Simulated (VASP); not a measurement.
# Ba3Rh (Pm-3m) in VASP: further runs

Runs on Ba3Rh. Level: PBE. Tasks: single point, relaxation of cell and atoms.

Everything below comes from runs of VASP 6.6.1. Logs are shortened: lines on timing, memory, paths and dates and some standing lists are left out, and cuts for length are marked.

**1. The cell of the first run**

Symmetry: Pm-3m, No. 221, cubic system. Conventional cell: a = 4.973 Å, b = 4.973 Å, c = 4.973 Å, α = 90.00°, β = 90.00°, γ = 90.00°. Ba (site symmetry 4/mmm) has 8 Ba at 3.52 Å and 4 Rh at 3.52 Å within 4.6 Å. Rh (site symmetry m-3m) has 12 Ba at 3.52 Å within 4.6 Å.

**2. Single point, PBE**

File INCAR:

```
PREC = Accurate
ENCUT = 620
EDIFF = 1E-6
ISMEAR = 0
SIGMA = 0.1
LREAL = False
LASPH = True
NELM = 120
ALGO = Normal
ISIF = 2
LWAVE = False
LCHARG = False
GGA = PE
NBANDS = 32
GGA_COMPAT = False
```

File KPOINTS:

```
regular mesh
0
Gamma
  4 4 4
```

File POSCAR:

```
Ba3Rh
1.0
    4.9726917303      0.0000000000      0.0000000000
    0.0000000000      4.9726917303      0.0000000000
    0.0000000000      0.0000000000      4.9726917303
Ba Rh
3 1
Direct
    0.0000000000      0.5000000000      0.5000000000
    0.5000000000      0.0000000000      0.5000000000
    0.5000000000      0.5000000000      0.0000000000
    0.0000000000      0.0000000000      0.0000000000
```

Potentials or basis: VASP PAW PBE potentials, release 64 (Ba_sv, Rh_sv_GW).

On the command line:

```sh
> cat potpaw_PBE.64/Ba_sv/POTCAR potpaw_PBE.64/Rh_sv_GW/POTCAR > POTCAR
> mpirun -np 1 vasp_std > vasp.out
```

OUTCAR:

```text
PREC = Accurate
   ENCUT = 620
   EDIFF = 1E-6
   ISMEAR = 0
   LREAL = False
   LASPH = True
   NELM = 120
   ISIF = 2
   GGA = PE

 ion  position               nearest neighbor table
   1  0.000  0.500  0.500-   2 3.52   3 3.52   4 3.52   3 3.52   4 3.52   2 3.52   4 3.52   4 3.52
                             2 3.52   3 3.52   3 3.52   2 3.52
   2  0.500  0.000  0.500-   1 3.52   3 3.52   4 3.52   3 3.52   4 3.52   1 3.52   3 3.52   3 3.52
                             1 3.52   4 3.52   4 3.52   1 3.52
   3  0.500  0.500  0.000-   1 3.52   2 3.52   4 3.52   1 3.52   2 3.52   2 3.52   4 3.52   2 3.52
                             1 3.52   4 3.52   1 3.52   4 3.52
   4  0.000  0.000  0.000-   1 3.52   2 3.52   3 3.52   1 3.52   2 3.52   1 3.52   3 3.52   1 3.52
                             2 3.52   3 3.52   2 3.52   3 3.52

  LATTYP: Found a simple cubic cell.
 ALAT       =     4.9726917303

  Lattice vectors:

 A1 = (   4.9726917303,   0.0000000000,   0.0000000000)
 A2 = (   0.0000000000,   4.9726917303,   0.0000000000)
 A3 = (   0.0000000000,   0.0000000000,   4.9726917303)

Analysis of symmetry for initial positions (statically):
=====================================================================
 Subroutine PRICEL returns:
 Original cell was already a primitive cell.

 Routine SETGRP: Setting up the symmetry group for a
 simple cubic supercell.

 Subroutine GETGRP returns: Found 48 space group operations
 (whereof 48 operations were pure point group operations)
 out of a pool of 48 trial point group operations.

The static configuration has the point symmetry O_h .

Analysis of symmetry for dynamics (positions and initial velocities):
=====================================================================
 Subroutine PRICEL returns:
 Original cell was already a primitive cell.

 Routine SETGRP: Setting up the symmetry group for a
 simple cubic supercell.

 Subroutine GETGRP returns: Found 48 space group operations
 (whereof 48 operations were pure point group operations)
 out of a pool of 48 trial point group operations.

The dynamic configuration has the point symmetry O_h .

 Subroutine INISYM returns: Found 48 space group operations
 (whereof 48 operations are pure point group operations),
 and found     1 'primitive' translations

----------------------------------------------------------------------------------------

                                     Primitive cell

  volume of cell :     122.9630

  direct lattice vectors                    reciprocal lattice vectors
     4.972691730  0.000000000  0.000000000     0.201098329  0.000000000  0.000000000
     0.000000000  4.972691730  0.000000000     0.000000000  0.201098329  0.000000000
     0.000000000  0.000000000  4.972691730     0.000000000  0.000000000  0.201098329

  length of vectors
     4.972691730  4.972691730  4.972691730     0.201098329  0.201098329  0.201098329

  position of ions in fractional coordinates (direct lattice)
     0.000000000  0.500000000  0.500000000
     0.500000000  0.000000000  0.500000000
     0.500000000  0.500000000  0.000000000
     0.000000000  0.000000000  0.000000000

  ion indices of the primitive-cell ions
   primitive index   ion index
                 1           1
                 2           2
                 3           3
                 4           4

----------------------------------------------------------------------------------------

 KPOINTS: regular mesh

Automatic generation of k-mesh.
 Grid dimensions read from file:
 generate k-points for:    4    4    4

 Generating k-lattice:

  Cartesian coordinates                     Fractional coordinates (reciprocal lattice)
     0.050274582  0.000000000  0.000000000     0.250000000  0.000000000  0.000000000
     0.000000000  0.050274582  0.000000000     0.000000000  0.250000000  0.000000000
     0.000000000  0.000000000  0.050274582     0.000000000  0.000000000  0.250000000

  Length of vectors
     0.050274582  0.050274582  0.050274582

  Shift w.r.t. Gamma in fractional coordinates (k-lattice)
     0.000000000  0.000000000  0.000000000

 Subroutine IBZKPT returns following result:
 ===========================================

 Found     10 irreducible k-points:

 Following reciprocal coordinates:
            Coordinates               Weight
  0.000000  0.000000  0.000000      1.000000
  0.250000  0.000000  0.000000      6.000000
  0.500000  0.000000  0.000000      3.000000
  0.250000  0.250000  0.000000     12.000000
  0.500000  0.250000  0.000000     12.000000
  0.500000  0.500000  0.000000      3.000000
  0.250000  0.250000  0.250000      8.000000
  0.500000  0.250000  0.250000     12.000000
  0.500000  0.500000  0.250000      6.000000
  0.500000  0.500000  0.500000      1.000000
   k-points           NKPTS =     10   k-points in BZ     NKDIM =     10   number of bands    NBANDS=     32
   number of dos      NEDOS =    301   number of ions     NIONS =      4
   total plane-waves  NPLWV =  64000
   dimension x,y,z NGX =    40 NGY =   40 NGZ =   40
   dimension x,y,z NGXF=    80 NGYF=   80 NGZF=   80
   ions per type =               3   1
   NGX,Y,Z   is equivalent  to a cutoff of  13.37, 13.37, 13.37 a.u.
   NGXF,Y,Z  is equivalent  to a cutoff of  26.75, 26.75, 26.75 a.u.
 SYSTEM =  unknown system
   PREC   = accura    normal or accurate (medium, high low for compatibility)
   ISTART =      0    job   : 0-new  1-cont  2-samecut
   ICHARG =      2    charge: 1-file 2-atom 10-const
   ISPIN  =      1    spin polarized calculation?
   LNONCOLLINEAR =      F non collinear calculations
   LSORBIT =      F    spin-orbit coupling
   LASPH  =      T    aspherical Exc in radial PAW
   ENCUT  =  620.0 eV  45.57 Ry    6.75 a.u.  10.10 10.10 10.10*2*pi/ulx,y,z
   NELM   =    120;   NELMIN=  2; NELMDL= -5     # of ELM steps
   EDIFF  = 0.1E-05   stopping-criterion for ELM
   LREAL  =      F    real-space projection
[... 7 lines left out ...]
   TEBEG  =    0.0;   TEEND  =   0.0 temperature during run
   PSTRESS=    0.0 pullay stress
   NELECT =      47.0000    total number of electrons
   NUPDOWN=      -1.0000    fix difference up-down
   EMIN   =  10.00;   EMAX   =-10.00  energy-range for DOS
   EFERMI =   0.00;   METHOD = LEGACY
   ISMEAR =     0;   SIGMA  =   0.10  broadening in eV -4-tet -1-fermi 0-gaus
   EFERMI_NEDOS =   21; number of points for ismear=-14 and -15
   IALGO  =     38    algorithm
   IMIX   =      4    mixing-type and parameters
     AMIX     =   0.40;   BMIX     =  1.00
     AMIX_MAG =   1.60;   BMIX_MAG =  1.00
  volume/ion in A,a.u.               =      30.74       207.45
  Fermi-wavevector in a.u.,A,eV,Ry     =   1.188090  2.245164 19.205402  1.411557
  Thomas-Fermi vector in A             =   2.324227
   LORBIT       =      0    0 simple, 1 ext, 2 COOP (PROOUT), +10 PAW based schemes
   GGA     = PE    functional components
   LHFCALC =     F    Hartree Fock is set to
   AEXX    =    0.0000 exact exchange contribution
   IVDW    =     0    specifies the selected vdW correction
   LEPSILON=     F    determine dielectric tensor
   LRPA    =     F    only Hartree local field effects (RPA)
 non-spin polarized calculation
 Gauss-broadening in eV      SIGMA  =   0.10
  energy-cutoff  :      620.00
  volume of cell :      122.96
 maximum number of plane-waves:      4337
   NGX = 21   NGY = 21   NGZ = 21

 number of electron      46.9999991 magnetization

 Free energy of the ion-electron system (eV)
  ---------------------------------------------------
  ext. energy  EPLUGINS =         0.00000000
  ---------------------------------------------------
  free energy    TOTEN  =       -10.49927295 eV

  energy without entropy =      -10.46760346  energy(sigma->0) =      -10.48343821

 E-fermi :   4.8309     XC(G=0):  -9.9497

 val. band max:        4.8204911992   @ k =   0.5000   0.2500   0.2500
 cond. band min:       4.8610073725   @ k =   0.5000   0.5000   0.5000
 fundamental gap:      0.0405161733
 Fermi energy:         4.8308624877

 k-point     1 :       0.0000    0.0000    0.0000
  band No.  band energies     occupation
      1     -72.7631      2.00000
      2     -40.6726      2.00000
      3     -40.6726      2.00000
      4     -40.6726      2.00000
      5     -24.0617      2.00000
      6     -23.4290      2.00000
[... 24 lines left out ...]
     31       8.8446      0.00000
     32       9.6923      0.00000

 k-point     2 :       0.2500    0.0000    0.0000
  band No.  band energies     occupation
      1     -72.7630      2.00000
      2     -40.6727      2.00000
      3     -40.6726      2.00000
      4     -40.6726      2.00000
      5     -23.9849      2.00000
      6     -23.5136      2.00000
[... 24 lines left out ...]
     31       8.0554      0.00000
     32       9.0764      0.00000

 k-point     3 :       0.5000    0.0000    0.0000
  band No.  band energies     occupation
      1     -72.7630      2.00000
      2     -40.6728      2.00000
      3     -40.6725      2.00000
      4     -40.6725      2.00000
      5     -23.8582      2.00000
      6     -23.6481      2.00000
[... 24 lines left out ...]
     31       7.6891      0.00000
     32       7.9476      0.00000

 k-point     4 :       0.2500    0.2500    0.0000
  band No.  band energies     occupation
      1     -72.7630      2.00000
      2     -40.6726      2.00000
      3     -40.6726      2.00000
      4     -40.6725      2.00000
      5     -23.9153      2.00000
      6     -23.5373      2.00000
[... 164 lines left out ...]
     31       6.7325      0.00000
     32       8.3981      0.00000

 k-point     9 :       0.5000    0.5000    0.2500
  band No.  band energies     occupation
      1     -72.7630      2.00000
      2     -40.6727      2.00000
      3     -40.6727      2.00000
      4     -40.6726      2.00000
      5     -23.6405      2.00000
      6     -23.6385      2.00000
[... 24 lines left out ...]
     31       7.3572      0.00000
     32       7.5591      0.00000

 k-point    10 :       0.5000    0.5000    0.5000
  band No.  band energies     occupation
      1     -72.7630      2.00000
      2     -40.6727      2.00000
      3     -40.6727      2.00000
      4     -40.6727      2.00000
      5     -23.6357      2.00000
      6     -23.6357      2.00000
[... 24 lines left out ...]
     31       7.5105      0.00000
     32       9.1019      0.00000

------------------------ aborting loop because EDIFF is reached ----------------------------------------

  FORCE on cell =-STRESS in cart. coord.  units (eV):
  Direction    XX          YY          ZZ          XY          YZ          ZX
  --------------------------------------------------------------------------------------
  -------------------------------------------------------------------------------------
  Total        4.8876274      4.8876274      4.8876274      0.0000000      0.0000000      0.0000000
  in kB       63.6845465     63.6845465     63.6845465      0.0000000      0.0000000      0.0000000
  external PRESSURE =      63.6845465 kB  Pullay stress =       0.0000000 kB

 VOLUME and BASIS-vectors are now :
 -----------------------------------------------------------------------------
  energy-cutoff  :      620.00
  volume of cell :      122.96
      direct lattice vectors                 reciprocal lattice vectors
     4.972691730  0.000000000  0.000000000     0.201098329  0.000000000  0.000000000
     0.000000000  4.972691730  0.000000000     0.000000000  0.201098329  0.000000000
     0.000000000  0.000000000  4.972691730     0.000000000  0.000000000  0.201098329

 POSITION                                       TOTAL-FORCE (eV/Angst)
 -----------------------------------------------------------------------------------
      0.00000      2.48635      2.48635         0.000000      0.000000      0.000000
      2.48635      0.00000      2.48635         0.000000      0.000000      0.000000
      2.48635      2.48635      0.00000         0.000000      0.000000      0.000000
      0.00000      0.00000      0.00000         0.000000      0.000000      0.000000
 -----------------------------------------------------------------------------------
    total drift:                                0.000000     -0.000000     -0.000000

  FREE ENERGIE OF THE ION-ELECTRON SYSTEM (eV)
  ---------------------------------------------------
  free  energy   TOTEN  =       -10.4992729512 eV

  energy  without entropy=      -10.4676034593  energy(sigma->0) =      -10.48343821
```

Wall time 53 s (1 thread of Intel Xeon 6975P-C (Granite Rapids), shared host); peak memory 0.27 GiB.

What came out:

```yaml
Free_energy: -10.4993 eV
Pressure: 6.4 GPa
Band_gap_on_the_k_mesh: zero (an odd number of electrons rules out a gap without spin polarisation)
```

Caveat: the cell stands under pressure; spin-orbit coupling is left out, which moves the levels of the heavy elements.

(Continued in part 2 of 2.)

The gap in the log of VASP goes by the Fermi energy; the results here count the filled bands.